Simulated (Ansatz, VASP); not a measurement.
# One calculation of Al2Ru, two programs

The input INCAR:

```
SYSTEM = Al2Ru
ALGO = Normal ; EDIFF = 1E-6
ENCUT = 520 ; GGA = CA
ISIF = 2 ; ISMEAR = 0
LASPH = .TRUE. ; LCHARG = .FALSE.
LREAL = .FALSE. ; LWAVE = .FALSE.
NBANDS = 29 ; NELM = 100
PREC = Accurate ; SIGMA = 0.03
```

The input KPOINTS:

```
k-points
0
G
  10 10 10
  0 0 0
```

The input POSCAR:

```
Al2Ru
1.0
    0.0000000000      3.8771481133      4.2624413573
    2.2843842397      0.0000000000      4.2624413573
    2.2843842397      3.8771481133      0.0000000000
Al Ru
4 2
Direct
    0.0788992938      0.4211007062      0.0788992938
    0.4211007062      0.0788992938      0.4211007062
    0.1711007062      0.8288992938      0.1711007062
    0.8288992938      0.1711007062      0.8288992938
    0.7500000000      0.7500000000      0.7500000000
    0.5000000000      0.5000000000      0.5000000000
```

Input for Ansatz:

```yaml
crystal:
  lattice:
    - [0.0, 3.8771481133, 4.2624413573]
    - [2.2843842397, 0.0, 4.2624413573]
    - [2.2843842397, 3.8771481133, 0.0]
  atoms:
    - { symbol: Al, position: [0.0788992938, 0.4211007062, 0.0788992938] }
    - { symbol: Al, position: [0.4211007062, 0.0788992938, 0.4211007062] }
    - { symbol: Al, position: [0.1711007062, 0.8288992938, 0.1711007062] }
    - { symbol: Al, position: [0.8288992938, 0.1711007062, 0.8288992938] }
    - { symbol: Ru, position: [0.75, 0.75, 0.75] }
    - { symbol: Ru, position: [0.5, 0.5, 0.5] }
basis:
  ecutwfc: 420
kpoints:
  mp_grid: { grid: [10, 10, 10] }
hamiltonian:
  xc: lda
  pseudopotentials: { kind: paw, azcp: { folder: soft_1 } }
scf:
  occupations: { method: gaussian, width: 0.03 }
output:
  forces: true
  stress: true
  eigenvalues: true
```

Change from the starting cell: volume 12.584 Å^3 an atom, stretch along a over the lengths across it, relative to the relaxed cell 1.0000.

Alike in both runs: task single point; functional LDA; k mesh 10 × 10 × 10; occupations gaussian, width 0.03 eV; no spin polarisation.

|  | VASP | Ansatz |
| --- | --- | --- |
| version | VASP 6.6.1 | Ansatz 0.2.0 |
| potentials or method | VASP PAW LDA potentials, release 64 (Al, Ru_pv), cutoff 520 eV | scalar-relativistic, plane waves, PAW |
| valence electrons in the cell | 40 | 44 |

|  | VASP | Ansatz | Ansatz less VASP |
| --- | --- | --- | --- |
| gap on the k mesh at the Fermi level (eV) | 0.10 | 0.10 | +0.003 |
| least direct gap on the mesh (eV) | 1.37 | 1.37 | -0.002 |
| pressure (GPa) | 14.1 | 13.5 | -0.63 |
| traceless stress, the component that is largest in VASP (GPa) | -1.20 | -1.13 | +0.071 |
| rms of the force components (eV/Å) | 0.049 | 0.045 | -0.0035 |

Ansatz warns that its potentials were made for another functional, while VASP's fit it. LDA's correlation is that of Perdew and Zunger in VASP and of Perdew and Wang (1992) in Ansatz. Atom by atom the forces differ by 0.003 eV/Å (rms over components). VASP's potentials hold 40 valence electrons a cell and Ansatz's 44, so a difference there can come from the potentials and not from the codes.
